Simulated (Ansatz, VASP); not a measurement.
One calculation of BN, two programs

The input INCAR:

```
ALGO = Normal
EDIFF = 1E-7
ENCUT = 520
GGA = PE
ISIF = 2
ISMEAR = 0
LASPH = True
LCHARG = False
LREAL = False
LWAVE = False
NBANDS = 26
NELM = 100
PREC = Accurate
SIGMA = 0.01
```

File KPOINTS:

```
k-points
0
Gamma
  12 12 4
```

File POSCAR:

```
BN
1.0
    2.5479975850      0.0000000000      0.0000000000
   -1.2739987925      2.2066306374      0.0000000000
    0.0000000000      0.0000000000      8.3753605970
B N
4 4
Direct
    0.0000000000      0.0000000000      0.0003894312
    0.3333333333      0.6666666667      0.2496892035
    0.0000000000      0.0000000000      0.5003894312
    0.6666666667      0.3333333333      0.7496892035
    0.0000000000      0.0000000000      0.1869898385
    0.3333333333      0.6666666667      0.4379315267
    0.0000000000      0.0000000000      0.6869898385
    0.6666666667      0.3333333333      0.9379315267
```

Input for Ansatz:

```yaml
crystal:
  lattice:
    - [2.547997585, 0.0, 0.0]
    - [-1.2739987925, 2.2066306374, 0.0]
    - [0.0, 0.0, 8.375360597]
  atoms:
    - { symbol: B, position: [0.0, 0.0, 0.0003894312] }
    - { symbol: B, position: [0.3333333333, 0.6666666667, 0.2496892035] }
    - { symbol: B, position: [0.0, 0.0, 0.5003894312] }
    - { symbol: B, position: [0.6666666667, 0.3333333333, 0.7496892035] }
    - { symbol: "N", position: [0.0, 0.0, 0.1869898385] }
    - { symbol: "N", position: [0.3333333333, 0.6666666667, 0.4379315267] }
    - { symbol: "N", position: [0.0, 0.0, 0.6869898385] }
    - { symbol: "N", position: [0.6666666667, 0.3333333333, 0.9379315267] }
kpoints:
  mp_grid: { grid: [12, 12, 4] }
  band_path:
    path:
      - [0.0, 0.0, 0.0]
      - [0.5, 0.0, 0.0]
      - [0.3333333333, 0.3333333333, 0.0]
      - [0.0, 0.0, 0.5]
      - [0.5, 0.0, 0.5]
      - [0.3333333333, 0.3333333333, 0.5]
      - [0.0, 0.5, 0.0]
    npoints: 1
hamiltonian:
  xc: pbe
scf:
  occupations: { method: fixed }
  n_extra_bands: 6
output:
  forces: true
  stress: true
  eigenvalues: true
```

Alike in both runs: task single point; functional PBE; k mesh 12 × 12 × 4; no spin polarisation.

|  | VASP | Ansatz |
| --- | --- | --- |
| version | VASP 6.6.1 | Ansatz 0.2.0 |
| potentials or method | VASP PAW PBE potentials, release 64 (B, N) | plane waves, PAW |
| plane-wave cutoff (eV) | 520 | 420 |
| occupations | gaussian, width 0.01 eV | fixed |
| valence electrons in the cell | 32 | 32 |

|  | VASP | Ansatz | Ansatz less VASP |
| --- | --- | --- | --- |
| gap on the k mesh at the Fermi level (eV) | 5.52 | 5.53 | +0.010 |
| pressure (GPa) | 5.0 | 4.7 | -0.27 |
| traceless stress, the component that is largest in VASP (GPa) | -0.07 | -0.05 | +0.020 |
| rms of the force components (eV/Å) | 0.003 | 0.003 | -0.0006 |

Atom by atom the forces differ by 0.001 eV/Å (rms over components).
